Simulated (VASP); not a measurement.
Write the native input for VASP 6.6.1 that does the following.

```yaml
Task: single point
Functional: r2SCAN
Potentials_or_basis: VASP PAW PBE potentials, release 64 (Sn_d, Se)
Cutoff: 520 eV
k_mesh: 12 × 12 × 4
Occupations: gaussian, width 0.01 eV
Spin: no spin polarisation
Dipole_correction: no
Further_INCAR_settings: ALGO = Normal; EDIFF = 1e-07; NBANDS = 20
```

Crystal: SnSe2.

```xyz
3
Lattice="3.8251 0.0000 0.0000 -1.9126 3.3127 0.0000 0.0000 0.0000 6.2271" Properties=species:S:1:pos:R:3 pbc="T T T"
Sn    0.0000    0.0000    0.0000
Se    0.0000    2.2085    1.5759
Se    1.9126    1.1042    4.6511
```

One way to write it, as run:

POSCAR

```
SnSe2
1.0
    3.8251493256      0.0000000000      0.0000000000
   -1.9125746628      3.3126764893      0.0000000000
    0.0000000000      0.0000000000      6.2270790514
Sn Se
1 2
Direct
    0.0000000000      0.0000000000      0.0000000000
    0.3333333333      0.6666666667      0.2530782242
    0.6666666667      0.3333333333      0.7469217758
```

INCAR.step1

```
SYSTEM = SnSe2
PREC     = Accurate       ! precision mode
ENCUT    = 520            ! plane-wave cutoff, eV
ISMEAR   = 0              ! smearing method
SIGMA    = 0.01           ! smearing width, eV
LREAL    = .FALSE.        ! projectors in reciprocal space
LASPH    = .TRUE.         ! aspherical terms in the spheres
NELM     = 60             ! most SCF steps
NBANDS   = 20             ! bands
GGA      = PE             ! functional
ALGO     = Normal         ! electronic algorithm
EDIFF    = 1E-4           ! SCF threshold, eV
LWAVE    = .TRUE.         ! write WAVECAR
LCHARG   = .FALSE.        ! write CHGCAR
```

INCAR.step2

```
SYSTEM = SnSe2
PREC     = Accurate       ! precision mode
ENCUT    = 520            ! plane-wave cutoff, eV
EDIFF    = 1E-7           ! SCF threshold, eV
ISMEAR   = 0              ! smearing method
SIGMA    = 0.01           ! smearing width, eV
LREAL    = .FALSE.        ! projectors in reciprocal space
LASPH    = .TRUE.         ! aspherical terms in the spheres
NELM     = 60             ! most SCF steps
ALGO     = Normal         ! electronic algorithm
ISIF     = 2              ! what is computed and relaxed
LWAVE    = .FALSE.        ! write WAVECAR
LCHARG   = .FALSE.        ! write CHGCAR
METAGGA  = R2SCAN         ! meta-GGA
LMIXTAU  = .TRUE.       
NBANDS   = 20             ! bands
ISTART   = 1
```

KPOINTS

```
Automatic mesh
0
G
  12 12 4
  0 0 0
```

Potentials or basis: VASP PAW PBE potentials, release 64 (Sn_d, Se).

Launch:

```console
$ cat potpaw_PBE.64/Sn_d/POTCAR potpaw_PBE.64/Se/POTCAR > POTCAR
$ cp INCAR.step1 INCAR
$ mpirun -np 1 vasp_std > vasp.out
$ cp INCAR.step2 INCAR
$ mpirun -np 1 vasp_std > vasp.out
```

Results of the run:

```json
{
 "Pressure": "1.0 GPa",
 "Largest force": "0.016 eV/Å",
 "Band gap on the k mesh": "1.01 eV, indirect (least direct gap 1.49 eV)"
}
```

Caveat: the PAW data sets were made with another functional, which shifts forces and pressure a little; spin-orbit coupling is left out, which moves the levels of the heavy elements.

It took 15 min on 1 thread of AMD EPYC 7R13, with other jobs on the host, peak memory 0.24 GiB.
